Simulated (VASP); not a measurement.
A run of VASP 6.6.1 is set up as follows.

Contents of INCAR:

```
ALGO = Normal
EDIFF = 1E-6
EDIFFG = -0.04
ENCUT = 600
GGA = PE
IBRION = 2
ISIF = 3
ISMEAR = 0
LASPH = T
LCHARG = F
LREAL = F
LWAVE = F
NELM = 80
NSW = 90
PREC = Accurate
SIGMA = 0.1
```

The input KPOINTS:

```
k-points
0
Gamma
  4 4 4
```

The input POSCAR:

```
BaBCl3
1.0
    4.4096762900      0.0000000000      0.0000000000
    0.0000000000      4.4096762900      0.0000000000
    0.0000000000      0.0000000000      4.6178898900
Ba B Cl
1 1 3
Direct
    0.0000000000      0.0000000000      0.0000000000
    0.0000000000      0.0000000000      0.5000000000
    0.0000000000      0.5000000000      0.1912014900
    0.5000000000      0.0000000000      0.8087985100
    0.5000000000      0.5000000000      0.5000000000
```

Potentials or basis: VASP PAW PBE potentials, release 64 (Ba_sv, B, Cl).

The run is started by

```bash
$ cat potpaw_PBE.64/Ba_sv/POTCAR potpaw_PBE.64/B/POTCAR potpaw_PBE.64/Cl/POTCAR > POTCAR
$ mpirun -np 1 vasp_std > vasp.out
```

Question: Estimate the relaxed volume.

Answer: 33.56 Å³/atom.

Question: Predict the relaxed cell.

Answer: a = 4.471 Å, b = 4.471 Å, c = 8.392 Å, α = 90.00°, β = 90.00°, γ = 90.00°.

Question: What does it give for the space group after relaxing (to 0.05 Å)?

Answer: P-4m2 (No. 115).

Question: Estimate the band gap on the k mesh.

Answer: 1.57 eV, indirect (least direct gap 1.79 eV).

Forces on the atoms (eV/Å):
```
Ba   0.000  0.000  0.000
B    0.000  0.000  0.000
Cl   0.000  0.000 -0.008
Cl   0.000  0.000  0.008
Cl   0.000  0.000  0.000
```

Caveat: the volume moved by over 15 % at a fixed basis, so the end points are rough; spin-orbit coupling is left out, which moves the levels of the heavy elements. A k mesh can miss the band edges.
